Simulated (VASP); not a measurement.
Set up this calculation in VASP 6.6.1, as the native input.

```
Task                   : single point
Functional             : PBE
Dispersion             : D3(BJ)
Potentials or basis    : VASP PAW PBE potentials, release 64 (W_sv, S)
Cutoff                 : 520 eV
k mesh                 : 12 × 12 × 4
Occupations            : gaussian, width 0.05 eV
Spin                   : no spin polarisation
Dipole correction      : no
Further INCAR settings : ALGO = Normal; EDIFF = 1e-07; NBANDS = 35
```

The structure of WS2 lies in POSCAR:

```
WS2
1.0
    3.1542061832      0.0000000000      0.0000000000
   -1.5771030916      2.7316226834      0.0000000000
    0.0000000000      0.0000000000     12.1399091344
W S
2 4
Direct
    0.2601167792      0.5202335585      0.2500000000
    0.7398832208      0.4797664415      0.7500000000
    0.4056817997      0.8113635994      0.6202874207
    0.5943182003      0.1886364006      0.1202874207
    0.4056817997      0.8113635994      0.8797125793
    0.5943182003      0.1886364006      0.3797125793
```

This cell differs from its parent crystal: atoms displaced along a vibrational mode.

The input as run:

INCAR

```
  ALGO = Normal
  EDIFF = 1E-7
  ENCUT = 520
  GGA = PE
  ISIF = 2
  ISMEAR = 0
  IVDW = 12
  LASPH = T
  LCHARG = F
  LREAL = F
  LWAVE = F
  NBANDS = 35
  NELM = 100
  PREC = Accurate
  SIGMA = 0.05
```

KPOINTS

```
k-points
0
Gamma
  12 12 4
```

Potentials or basis: VASP PAW PBE potentials, release 64 (W_sv, S).

Command:

```console
$ cat potpaw_PBE.64/W_sv/POTCAR potpaw_PBE.64/S/POTCAR > POTCAR
$ mpirun -np 1 vasp_std > vasp.out
```

Results of the run:

* Pressure: 0.8 GPa
* Largest force: 0.222 eV/Å
* Band gap on the k mesh: 0.82 eV (least direct gap 1.86 eV)
* Dispersion energy per atom: -0.435 eV

Caveat: the cell differs from its parent crystal (atoms displaced along a vibrational mode); spin-orbit coupling is left out, which moves the levels of the heavy elements.

Run time: 10 min on 1 thread of Intel(R) Xeon(R) Platinum 8259CL CPU @ 2.50GHz (Skylake/Cascade Lake) (shared host), peak memory 0.49 GiB.
